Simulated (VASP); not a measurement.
Here is a VASP 6.6.1 calculation.

File INCAR:

```
SYSTEM = C19O
ALGO = Normal ; EDIFF = 1E-6
ENCUT = 520 ; GGA = PS
ISIF = 2 ; ISMEAR = -1
LASPH = .TRUE. ; LCHARG = .TRUE.
LELF = .TRUE. ; LREAL = Auto
LVHAR = .TRUE. ; LWAVE = .FALSE.
NBANDS = 57 ; NELM = 60
PREC = Accurate ; SIGMA = 0.05
```

The input KPOINTS:

```
k-points
0
G
  2 2 1
  0 0 0
```

File POSCAR:

```
C19O
1.0
    7.3980000000      0.0000000000      0.0000000000
   -3.6990000000      6.4068560000      0.0000000000
    0.0000000000      0.0000000000     12.0000000000
C O
19 1
Direct
    0.0015787268      0.0009682704      0.0710849006
    0.2236333727      0.1119681836      0.0710710774
    0.0015006349      0.3340973616      0.0710285819
    0.2237018338      0.4451628319      0.0710335827
    0.0013852418      0.6674987154      0.0710257962
    0.2238094483      0.7787038875      0.0709813455
    0.3348377800      0.0007848198      0.0710306580
    0.5570780272      0.1118976765      0.0710647595
    0.3347311690      0.3342235639      0.0710673928
    0.5571106413      0.4453510465      0.0710783441
    0.3349300816      0.6675841844      0.0710328604
    0.5569448961      0.7785966360      0.0710793366
    0.6681372800      0.0008976384      0.0710808072
    0.8904823555      0.1120793554      0.0710766649
    0.6682950700      0.3342995914      0.0710621982
    0.8902744918      0.4452416491      0.0710289967
    0.6681550232      0.6674339303      0.0710915470
    0.8903814206      0.7785154991      0.0710772281
    0.1410432192      0.6314794638      0.3380424274
    0.1951175862      0.7719573948      0.3946275948
```

Potentials or basis: VASP PAW PBE potentials, release 64 (C, O).

Launch:

```console
$ cat potpaw_PBE.64/C/POTCAR potpaw_PBE.64/O/POTCAR > POTCAR
$ mpirun -np 1 vasp_std > vasp.out
```

Q: Predict the band gap on the k mesh.

A: 0.01 eV.

Q: What does it give for the largest force?

A: 0.987 eV/Å.

Forces on the atoms (eV/Å):
```
C   -0.001 -0.002 -0.001
C   -0.005 -0.001 -0.002
C   -0.002  0.024  0.001
C   -0.025  0.013  0.000
C    0.015 -0.006  0.000
C    0.002 -0.021  0.001
C    0.008  0.006  0.000
C    0.005 -0.013  0.002
C    0.015  0.003  0.002
C    0.000  0.000  0.002
C   -0.008 -0.007  0.000
C    0.006  0.012 -0.003
C   -0.006 -0.017  0.000
C    0.005 -0.015 -0.003
C   -0.021  0.000 -0.001
C    0.023  0.008  0.001
C   -0.007  0.003  0.002
C   -0.010  0.012 -0.003
C    0.108 -0.785 -0.588
O   -0.102  0.785  0.589
```

Caveat: the k points lie up to 0.49 Å⁻¹ apart; there is no dipole correction, which matters where the two faces differ; semilocal functionals underestimate gaps, and a narrow one can read as zero; the PAW data sets were made with another functional, which shifts forces and pressure a little.
